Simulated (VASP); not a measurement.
# Se (P6_3/mmc) in VASP: further runs

Runs on Se. Level: LDA. Tasks: single point.

Program: VASP 6.6.1. These are calculated values, not measurements. Logs are shortened: lines on timing, memory, paths and dates and some standing lists are left out, and cuts for length are marked.

## 1. The cell of the first run

It takes space group P6_3/mmc (No. 194, hexagonal). The conventional cell has a = 3.055 Å, b = 3.055 Å, c = 3.806 Å, α = 90.00°, β = 90.00°, γ = 120.00°. Within 3.4 Å of Se (site symmetry -6m2) lie 12 Se at 2.59 to 3.05 Å.

## 2. Single point, LDA

Contents of INCAR:

```
PREC     = Accurate       # precision mode
ENCUT    = 520            # plane-wave cutoff, eV
EDIFF    = 1E-7           # SCF threshold, eV
ISMEAR   = -1             # smearing method
SIGMA    = 0.1            # smearing width, eV
LREAL    = F              # projectors in reciprocal space
LASPH    = T              # aspherical terms in the spheres
NELM     = 100            # most SCF steps
ALGO     = Normal         # electronic algorithm
ISIF     = 2              # what is computed and relaxed
LWAVE    = F              # write WAVECAR
LCHARG   = T              # write CHGCAR
GGA      = CA             # functional
LELF     = T              # ELF
LVHAR    = T            
NBANDS   = 13             # bands
```

Contents of KPOINTS:

```
regular mesh
0
Gamma
  15 15 8
```

Contents of POSCAR:

```
Se
1.0
    3.0548226103      0.0000000000      0.0000000000
   -1.5274113051      2.6455539846      0.0000000000
    0.0000000000      0.0000000000      3.8061573110
Se
2
Direct
    0.3333333333      0.6666666667      0.2500000000
    0.6666666667      0.3333333333      0.7500000000
```

Potentials or basis: VASP PAW LDA potentials, release 64 (Se).

Command:

```
> cat potpaw_LDA.64/Se/POTCAR > POTCAR
> mpirun -np 1 vasp_std > vasp.out
```

OUTCAR:

```text
PREC = Accurate
   ENCUT = 520
   EDIFF = 1E-7
   ISMEAR = -1
   LREAL = F
   LASPH = T
   NELM = 100
   ISIF = 2
   GGA = CA

 ion  position               nearest neighbor table
   1  0.333  0.667  0.250-   2 2.59   2 2.59   2 2.59   2 2.59   2 2.59   2 2.59
   2  0.667  0.333  0.750-   1 2.59   1 2.59   1 2.59   1 2.59   1 2.59   1 2.59

  LATTYP: Found a hexagonal cell.
 ALAT       =     3.0548226103
 C/A-ratio  =     1.2459503534

  Lattice vectors:

 A1 = (   3.0548226103,   0.0000000000,   0.0000000000)
 A2 = (  -1.5274113051,   2.6455539846,   0.0000000000)
 A3 = (   0.0000000000,   0.0000000000,   3.8061573110)

Analysis of symmetry for initial positions (statically):
=====================================================================
 Subroutine PRICEL returns:
 Original cell was already a primitive cell.

 Routine SETGRP: Setting up the symmetry group for a
 hexagonal supercell.

 Subroutine GETGRP returns: Found 24 space group operations
 (whereof 12 operations were pure point group operations)
 out of a pool of 24 trial point group operations.

The static configuration has the point symmetry D_3d.
 The point group associated with its full space group is D_6h.

Analysis of symmetry for dynamics (positions and initial velocities):
=====================================================================
 Subroutine PRICEL returns:
 Original cell was already a primitive cell.

 Routine SETGRP: Setting up the symmetry group for a
 hexagonal supercell.

 Subroutine GETGRP returns: Found 24 space group operations
 (whereof 12 operations were pure point group operations)
 out of a pool of 24 trial point group operations.

The dynamic configuration has the point symmetry D_3d.
 The point group associated with its full space group is D_6h.

 Subroutine INISYM returns: Found 24 space group operations
 (whereof 12 operations are pure point group operations),
 and found     1 'primitive' translations

----------------------------------------------------------------------------------------

                                     Primitive cell

  volume of cell :      30.7602

  direct lattice vectors                    reciprocal lattice vectors
     3.054822610  0.000000000  0.000000000     0.327351250  0.188996332  0.000000000
    -1.527411305  2.645553985  0.000000000     0.000000000  0.377992665  0.000000000
     0.000000000  0.000000000  3.806157311     0.000000000  0.000000000  0.262732178

  length of vectors
     3.054822610  3.054822610  3.806157311     0.377992665  0.377992665  0.262732178

  position of ions in fractional coordinates (direct lattice)
     0.333333333  0.666666667  0.250000000
     0.666666667  0.333333333  0.750000000

  ion indices of the primitive-cell ions
   primitive index   ion index
                 1           1
                 2           2

----------------------------------------------------------------------------------------

 KPOINTS: regular mesh

Automatic generation of k-mesh.
 Grid dimensions read from file:
 generate k-points for:   15   15    8

 Generating k-lattice:

  Cartesian coordinates                     Fractional coordinates (reciprocal lattice)
     0.021823417  0.012599755  0.000000000     0.066666667  0.000000000  0.000000000
     0.000000000  0.025199511  0.000000000     0.000000000  0.066666667  0.000000000
     0.000000000  0.000000000  0.032841522     0.000000000  0.000000000  0.125000000

  Length of vectors
     0.025199511  0.025199511  0.032841522

  Shift w.r.t. Gamma in fractional coordinates (k-lattice)
     0.000000000  0.000000000  0.000000000

 Subroutine IBZKPT returns following result:
 ===========================================

 Found    135 irreducible k-points:

 Following reciprocal coordinates:
            Coordinates               Weight
  0.000000  0.000000  0.000000      1.000000
  0.066667 -0.000000  0.000000      6.000000
  0.133333  0.000000  0.000000      6.000000
  0.200000  0.000000  0.000000      6.000000
  0.266667  0.000000  0.000000      6.000000
  0.333333 -0.000000  0.000000      6.000000
[... 16 lines left out ...]
  0.333333  0.200000  0.000000     12.000000
  0.400000  0.200000  0.000000      6.000000
 [... further k-points ...]
   k-points           NKPTS =    135   k-points in BZ     NKDIM =    135   number of bands    NBANDS=     13
   number of dos      NEDOS =    301   number of ions     NIONS =      2
   total plane-waves  NPLWV =  16128
   dimension x,y,z NGX =    24 NGY =   24 NGZ =   28
   dimension x,y,z NGXF=    48 NGYF=   48 NGZF=   56
   ions per type =               2
   NGX,Y,Z   is equivalent  to a cutoff of  13.06, 13.06, 12.23 a.u.
   NGXF,Y,Z  is equivalent  to a cutoff of  26.12, 26.12, 24.46 a.u.
 SYSTEM =  unknown system
   PREC   = accura    normal or accurate (medium, high low for compatibility)
   ISTART =      0    job   : 0-new  1-cont  2-samecut
   ICHARG =      2    charge: 1-file 2-atom 10-const
   ISPIN  =      1    spin polarized calculation?
   LNONCOLLINEAR =      F non collinear calculations
   LSORBIT =      F    spin-orbit coupling
   LASPH  =      T    aspherical Exc in radial PAW
   ENCUT  =  520.0 eV  38.22 Ry    6.18 a.u.   5.68  5.68  7.08*2*pi/ulx,y,z
   NELM   =    100;   NELMIN=  2; NELMDL= -5     # of ELM steps
   EDIFF  = 0.1E-06   stopping-criterion for ELM
   LREAL  =      F    real-space projection
   EDIFFG = 0.1E-05   stopping-criterion for IOM
   NSW    =      0    number of steps for IOM
   IBRION =     -1    ionic relax: 0-MD 1-quasi-New 2-CG
   NFREE  =      0    steps in history (QN), initial steepest desc. (CG)
   ISIF   =      2    stress and relaxation
   ISYM   =      2    0-nonsym 1-usesym 2-fastsym
   POTIM  = 0.5000    time-step for ionic-motion
   TEBEG  =    0.0;   TEEND  =   0.0 temperature during run
   PSTRESS=    0.0 pullay stress
   NELECT =      12.0000    total number of electrons
   NUPDOWN=      -1.0000    fix difference up-down
   EMIN   =  10.00;   EMAX   =-10.00  energy-range for DOS
   EFERMI =   0.00;   METHOD = LEGACY
   ISMEAR =    -1;   SIGMA  =   0.10  broadening in eV -4-tet -1-fermi 0-gaus
   EFERMI_NEDOS =   21; number of points for ismear=-14 and -15
   IALGO  =     38    algorithm
   IMIX   =      4    mixing-type and parameters
     AMIX     =   0.40;   BMIX     =  1.00
     AMIX_MAG =   1.60;   BMIX_MAG =  1.00
  volume/ion in A,a.u.               =      15.38       103.79
  Fermi-wavevector in a.u.,A,eV,Ry     =   1.196205  2.260499 19.468650  1.430905
  Thomas-Fermi vector in A             =   2.332151
   LORBIT       =      0    0 simple, 1 ext, 2 COOP (PROOUT), +10 PAW based schemes
   GGA     = CA    functional components
   LHFCALC =     F    Hartree Fock is set to
   AEXX    =    0.0000 exact exchange contribution
   IVDW    =     0    specifies the selected vdW correction
   LEPSILON=     F    determine dielectric tensor
   LRPA    =     F    only Hartree local field effects (RPA)
 non-spin polarized calculation
  energy-cutoff  :      520.00
  volume of cell :       30.76
 maximum number of plane-waves:       844
 NGX is ok and might be reduce to    24
   NGX = 11   NGY = 11   NGZ = 15

 number of electron      12.0000001 magnetization

 Free energy of the ion-electron system (eV)
  ---------------------------------------------------
  ext. energy  EPLUGINS =         0.00000000
  ---------------------------------------------------
  free energy    TOTEN  =        -6.88731564 eV

  energy without entropy =       -6.85308127  energy(sigma->0) =       -6.87019845

 E-fermi :   9.6695     XC(G=0): -11.9909

 val. band max:        9.6327476583   @ k =   0.4000   0.1333   0.1250
 cond. band min:       9.6738882486   @ k =   0.2000   0.0000   0.1250
 fundamental gap:      0.0411405903
 Fermi energy:         9.6694901962

 k-point     1 :       0.0000    0.0000    0.0000
  band No.  band energies     occupation
      1      -9.7458      2.00000
      2      -1.0910      2.00000
      3       1.2335      2.00000
      4       8.6029      1.99995
      5       8.6029      1.99995
      6      12.0069      0.00000
      7      12.0069      0.00000
      8      14.3790      0.00000
      9      15.8883      0.00000
     10      19.0498      0.00000
     11      20.7222      0.00000
     12      20.7222      0.00000
     13      22.8192      0.00000

 k-point     2 :       0.0667   -0.0000    0.0000
  band No.  band energies     occupation
      1      -9.6606      2.00000
      2      -1.0692      2.00000
      3       1.3204      2.00000
      4       7.9376      2.00000
      5       8.3550      2.00000
      6      11.7544      0.00000
      7      12.2205      0.00000
      8      14.9426      0.00000
      9      15.4831      0.00000
     10      18.9571      0.00000
     11      20.6987      0.00000
     12      20.9099      0.00000
     13      22.4918      0.00000

 k-point     3 :       0.1333    0.0000    0.0000
  band No.  band energies     occupation
      1      -9.4061      2.00000
      2      -1.0279      2.00000
      3       1.5796      2.00000
      4       6.5599      2.00000
      5       7.7942      2.00000
      6      11.0392      0.00000
      7      12.6437      0.00000
      8      14.4541      0.00000
      9      15.9940      0.00000
     10      18.3346      0.00000
     11      20.8226      0.00000
     12      21.8142      0.00000
     13      22.2908      0.00000
[... 305 lines left out ...]
 k-point    23 :       0.3333    0.2000    0.0000
  band No.  band energies     occupation
      1      -5.9854      2.00000
      2      -3.3780      2.00000
      3       2.2381      2.00000
      4       5.0245      2.00000
      5       5.5557      2.00000
      6       7.8495      2.00000
      7       8.0509      2.00000
      8      10.7243      0.00005
      9      15.4007      0.00000
     10      16.2986      0.00000
     11      21.0411      0.00000
     12      24.7077      0.00000
     13      25.4117      0.00000

 k-point    24 :       0.4000    0.2000    0.0000
  band No.  band energies     occupation
      1      -5.5169      2.00000
      2      -3.8613      2.00000
      3       2.0648      2.00000
      4       5.4706      2.00000
      5       6.0429      2.00000
      6       7.2218      2.00000
      7       7.5257      2.00000
      8      10.6494      0.00011
      9      15.2306      0.00000
     10      16.1893      0.00000
     11      22.8573      0.00000
     12      23.3304      0.00000
     13      25.3628      0.00000

 [... further k-points ...]
[... 5 lines left out ...]
  --------------------------------------------------------------------------------------
  -------------------------------------------------------------------------------------
  Total        7.0192466      7.0192466      7.0850178      0.0000000      0.0000000     -0.0000000
  in kB      365.6046598    365.6046598    369.0304235      0.0000000      0.0000000     -0.0000000
  external PRESSURE =     366.7465810 kB  Pullay stress =       0.0000000 kB

 VOLUME and BASIS-vectors are now :
 -----------------------------------------------------------------------------
  energy-cutoff  :      520.00
  volume of cell :       30.76
      direct lattice vectors                 reciprocal lattice vectors
     3.054822610  0.000000000  0.000000000     0.327351250  0.188996332  0.000000000
    -1.527411305  2.645553985  0.000000000     0.000000000  0.377992665  0.000000000
     0.000000000  0.000000000  3.806157311     0.000000000  0.000000000  0.262732178

 POSITION                                       TOTAL-FORCE (eV/Angst)
 -----------------------------------------------------------------------------------
     -0.00000      1.76370      0.95154         0.000000     -0.000000      0.000000
      1.52741      0.88185      2.85462        -0.000000      0.000000      0.000000
 -----------------------------------------------------------------------------------
    total drift:                               -0.000000      0.000000     -0.000000

  FREE ENERGIE OF THE ION-ELECTRON SYSTEM (eV)
  ---------------------------------------------------
  free  energy   TOTEN  =        -6.8873156397 eV

  energy  without entropy=       -6.8530812697  energy(sigma->0) =       -6.87019845
```

Run time: 28 s. Hardware: 1 thread of Intel Xeon Platinum 8375C at 2.90GHz (Ice Lake), shared host; peak memory 0.16 GiB.

What came out:

```
Free energy            : -6.8873 eV
Pressure               : 36.7 GPa
Band gap on the k mesh : zero (band 6 reaches 12.01 eV, above the bottom of band 7 at 6.96 eV)
```

Levels at points of the mesh, in eV from the Fermi level:
```csv
k point,band 2,band 3,band 4,band 5,band 6,band 7,band 8,band 9,band 10,band 11
"(0.00, 0.00, 0.00)",-10.76,-8.44,-1.07,-1.07,2.34,2.34,4.71,6.22,9.38,11.05
"(0.00, 0.00, 0.50)",-16.94,0.45,0.45,0.74,0.74,0.74,0.74,8.60,8.60,9.18
```

## 3. Single point, LDA

Contents of INCAR:

```
SYSTEM = Se
  PREC = Accurate
  ENCUT = 520
  EDIFF = 1E-6
  ISMEAR = -1
  SIGMA = 0.1
  LREAL = .FALSE.
  LASPH = .TRUE.
  NELM = 60
  ALGO = Normal
  ISIF = 2
  LWAVE = .FALSE.
  LCHARG = .FALSE.
  GGA = CA
  NBANDS = 13
```

Contents of KPOINTS:

```
Automatic mesh
0
G
  15 15 8
  0 0 0
```

Contents of POSCAR:

```
Se
1.0
    3.0553890430      0.0000000000      0.0000000000
   -1.5276945215      2.6460445297      0.0000000000
    0.0000000000      0.0000000000      3.8056335017
Se
2
Direct
    0.3333333333      0.6666666667      0.2500000000
    0.6666666667      0.3333333333      0.7500000000
```

Potentials or basis: VASP PAW LDA potentials, release 64 (Se).

Command:

```
> cat potpaw_LDA.64/Se/POTCAR > POTCAR
> mpirun -np 1 vasp_std > vasp.out
```

Run time: 26 s. Hardware: 1 thread of Intel Xeon Platinum 8375C at 2.90GHz (Ice Lake), shared host; peak memory 0.15 GiB.

The run converged. Its results:

- Free energy: -6.8889 eV
- Pressure: 36.7 GPa
- Band gap on the k mesh: zero (band 6 reaches 12.00 eV, above the bottom of band 7 at 6.96 eV)

Stress tensor (GPa, compression positive):
```
36.54  0.00  0.00
 0.00 36.54  0.00
 0.00  0.00 36.89
```

Levels at points of the mesh, in eV from the Fermi level:
```
           k point  band 2  band 3  band 4  band 5  band 6  band 7  band 8  band 9  band 10  band 11
(0.00, 0.00, 0.00)  -10.76   -8.43   -1.07   -1.07    2.33    2.33    4.70    6.22     9.38    11.05
(0.00, 0.00, 0.50)  -16.94    0.45    0.45    0.73    0.73    0.73    0.73    8.60     8.60     9.18
```
